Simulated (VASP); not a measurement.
Wanted: the native input for a VASP 6.6.1 run.

| Property | Result |
| --- | --- |
| Task | single point |
| Functional | PBE |
| Potentials or basis | VASP PAW PBE potentials, release 64 (Sc_sv, Al) |
| Cutoff | 520 eV |
| k mesh | 14 × 14 × 14 |
| Occupations | fermi-dirac, width 0.15 eV |
| Spin | no spin polarisation |
| Dipole correction | no |
| Further INCAR settings | ALGO = Fast; EDIFF = 1e-07; NBANDS = 18 |

The structure of ScAl3 lies in POSCAR:

```
ScAl3
1.0
   -1.9608841349      1.9608841349      4.2768031125
    1.9608841349     -1.9608841349      4.2768031125
    1.9608841349      1.9608841349     -4.2768031125
Sc Al
1 3
Direct
    0.0000000000      0.0000000000      0.0000000000
    0.7500000000      0.2500000000      0.5000000000
    0.2500000000      0.7500000000      0.5000000000
    0.5000000000      0.5000000000      0.0000000000
```

One way to write it, as run:

INCAR

```
SYSTEM = ScAl3
PREC = Accurate
ENCUT = 520
EDIFF = 1E-7
ISMEAR = -1
SIGMA = 0.15
LREAL = .FALSE.
LASPH = .TRUE.
NELM = 80
ALGO = Fast
ISIF = 2
LWAVE = .FALSE.
LCHARG = .FALSE.
GGA = PE
NBANDS = 18
```

KPOINTS

```
Automatic mesh
0
G
  14 14 14
  0 0 0
```

Potentials or basis: VASP PAW PBE potentials, release 64 (Sc_sv, Al).

Launch:

```bash
$ cat potpaw_PBE.64/Sc_sv/POTCAR potpaw_PBE.64/Al/POTCAR > POTCAR
$ mpirun -np 1 vasp_std > vasp.out
```

It gave:

- Pressure: 8.0 GPa
- Band gap on the k mesh: zero (bands 10 and 11 overlap by 2.20 eV)

Caveat: the cell stands under pressure.

Run time: 8 min on 1 thread of Intel(R) Xeon(R) Platinum 8259CL CPU @ 2.50GHz (Skylake/Cascade Lake), on a shared host, peak memory 0.44 GiB.
